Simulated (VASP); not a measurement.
Write the native input for VASP 6.6.1 that does the following.

* Task: single point
* Functional: r2SCAN
* Potentials or basis: VASP PAW PBE potentials, release 64 (Ca_sv, O)
* Cutoff: 520 eV
* k mesh: 10 × 10 × 10
* Occupations: fermi-dirac, width 0.05 eV
* Spin: no spin polarisation
* Dipole correction: no
* Further INCAR settings: ALGO = Normal; EDIFF = 1e-06; NBANDS = 15

CaO:

```
Ca O
1.0
     0.00000    2.40356    2.40356
     2.40356    0.00000    2.40356
     2.40356    2.40356    0.00000
Ca O
1 1
Direct
  0.00000 0.00000 0.00000
  0.50000 0.50000 0.50000
```

One way to write it, as run:

POSCAR

```
CaO
1.0
    0.0000000000      2.4035556960      2.4035556960
    2.4035556960      0.0000000000      2.4035556960
    2.4035556960      2.4035556960      0.0000000000
Ca O
1 1
Direct
    0.0000000000      0.0000000000      0.0000000000
    0.5000000000      0.5000000000      0.5000000000
```

INCAR.step1

```
  PREC = Accurate
  ENCUT = 520
  ISMEAR = -1
  SIGMA = 0.05
  LREAL = F
  LASPH = T
  NELM = 100
  NBANDS = 15
  GGA = PE
  ALGO = Normal
  EDIFF = 1E-4
  LWAVE = T
  LCHARG = F
```

INCAR.step2

```
  PREC = Accurate
  ENCUT = 520
  EDIFF = 1E-6
  ISMEAR = -1
  SIGMA = 0.05
  LREAL = F
  LASPH = T
  NELM = 100
  ALGO = Normal
  ISIF = 2
  LWAVE = F
  LCHARG = F
  METAGGA = R2SCAN
  LMIXTAU = T
  NBANDS = 15
  ISTART = 1
```

KPOINTS

```
Automatic mesh
0
Gamma
  10 10 10
```

Potentials or basis: VASP PAW PBE potentials, release 64 (Ca_sv, O).

The run is started by

```sh
$ cat potpaw_PBE.64/Ca_sv/POTCAR potpaw_PBE.64/O/POTCAR > POTCAR
$ cp INCAR.step1 INCAR
$ mpirun -np 1 vasp_std > vasp.out
$ cp INCAR.step2 INCAR
$ mpirun -np 1 vasp_std > vasp.out
```

It gave:

| Quantity | Value |
| --- | --- |
| Pressure | 0.1 GPa |
| Band gap on the k mesh | 4.19 eV (least direct gap 4.56 eV) |

Caveat: the PAW data sets were made with another functional, which shifts forces and pressure a little.

Wall time 2.4 min on 1 thread of Intel Xeon 8259CL (shared host), peak memory 0.18 GiB.
